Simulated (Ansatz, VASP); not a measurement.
# One calculation of TiN, two programs

The input INCAR:

```
  PREC = Accurate
  ENCUT = 600
  EDIFF = 1E-6
  ISMEAR = -1
  SIGMA = 0.05
  LREAL = F
  LASPH = T
  NELM = 120
  ALGO = Normal
  ISIF = 2
  LWAVE = F
  LCHARG = T
  GGA = PS
  LELF = T
  LVHAR = T
  NBANDS = 16
  GGA_COMPAT = F
```

KPOINTS

```
Automatic mesh
0
Gamma
  13 13 13
```

The input POSCAR:

```
TiN
1.0
    0.0000000000      2.1499242549      2.1499242549
    2.1499242549      0.0000000000      2.1499242549
    2.1499242549      2.1499242549      0.0000000000
Ti N
1 1
Direct
    0.0000000000      0.0000000000      0.0000000000
    0.5000000000      0.5000000000      0.5000000000
```

Input for Ansatz:

```yaml
crystal:
  lattice:
    - [0.0, 2.1499242549, 2.1499242549]
    - [2.1499242549, 0.0, 2.1499242549]
    - [2.1499242549, 2.1499242549, 0.0]
  atoms:
    - { symbol: Ti, position: [0.0, 0.0, 0.0] }
    - { symbol: "N", position: [0.5, 0.5, 0.5] }
kpoints:
  mp_grid: { grid: [13, 13, 13] }
  band_path:
    path:
      - [0.0, 0.0, 0.0]
      - [0.5, 0.0, 0.5]
      - [0.625, 0.25, 0.625]
      - [0.375, 0.375, 0.75]
      - [0.0, 0.0, 0.0]
      - [0.5, 0.5, 0.5]
      - [0.5, 0.25, 0.75]
      - [0.5, 0.0, 0.5]
    npoints: 5
scf:
  occupations: { method: fermi_dirac, width: 0.05 }
hamiltonian:
  xc: pbesol
  pseudopotentials: { kind: all_electron, lapw: { basis_error: 0.0005 } }
output:
  forces: true
  stress: true
  eigenvalues: true
```

Change from the starting cell: volume scaled by 1.04.

Alike in both runs: task single point; functional PBEsol; k mesh 13 × 13 × 13; occupations fermi-dirac, width 0.05 eV; no spin polarisation.

|  | VASP | Ansatz |
| --- | --- | --- |
| version | VASP 6.6.1 | Ansatz 0.2.0 |
| potentials or method | VASP PAW PBE potentials, release 64 (Ti_sv, N), cutoff 600 eV | all-electron LAPW, scalar-relativistic |

```tsv
	VASP	Ansatz	Ansatz less VASP
pressure (GPa)	-17.4	-17.6	-0.27
```

VASP's potentials were made for PBE, not for PBEsol. Ansatz ran all-electron here, and VASP with PAW potentials.
